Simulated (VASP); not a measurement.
**Br: single point with LDA**

The system is Br.

```
Br
1.0
     3.32809   -1.95172    0.00000
     3.32809    1.95172    0.00000
     0.00000    0.00000    8.47323
Br
4
Direct
  0.84067 0.15933 0.12092
  0.65933 0.34067 0.62092
  0.15933 0.84067 0.87908
  0.34067 0.65933 0.37908
```

```yaml
Program: VASP 6.6.1
Task: single point
Functional: LDA
Potentials_or_basis: VASP PAW LDA potentials, release 64 (Br)
Cutoff: 520 eV
k_mesh: 9 × 9 × 4
Occupations: fermi-dirac, width 1 eV
Spin: no spin polarisation
```

```yaml
Pressure: 7.2 GPa
Largest_force: 1.623 eV/Å
Band_gap_on_the_k_mesh: 1.24 eV (least direct gap 1.43 eV)
```

Forces in eV/Å, atoms in the order of the input:
```
Br   0.000  1.032  1.252
Br   0.000 -1.032  1.252
Br   0.000 -1.032 -1.252
Br   0.000  1.032 -1.252
```

Stress tensor (GPa, compression positive):
```
-0.66  0.00  0.00
 0.00  7.30  0.00
 0.00  0.00 14.99
```

Levels at points of the mesh, in eV from the valence-band top:
```csv
k point,band 11,band 12,band 13,band 14,band 15,band 16,band 17,band 18
"(0.00, 0.00, 0.00)",-1.34,-0.76,-0.53,0.00,1.43,2.55,5.67,6.25
"(0.00, 0.00, 0.50)",-0.99,-0.99,-0.22,-0.22,1.67,1.67,6.32,6.32
```

Wall time 3.1 min on 1 thread of Oxide Virtual Turin-like Processor, on a shared host, peak memory 0.24 GiB.

Caveat: the stress differs along the axes, from -1 to 15 GPa; so wide a smearing shifts energies and pressures; forces of over 1 eV/Å act on the atoms, so gaps and moduli don't describe the material at rest. A k mesh can miss the band edges.
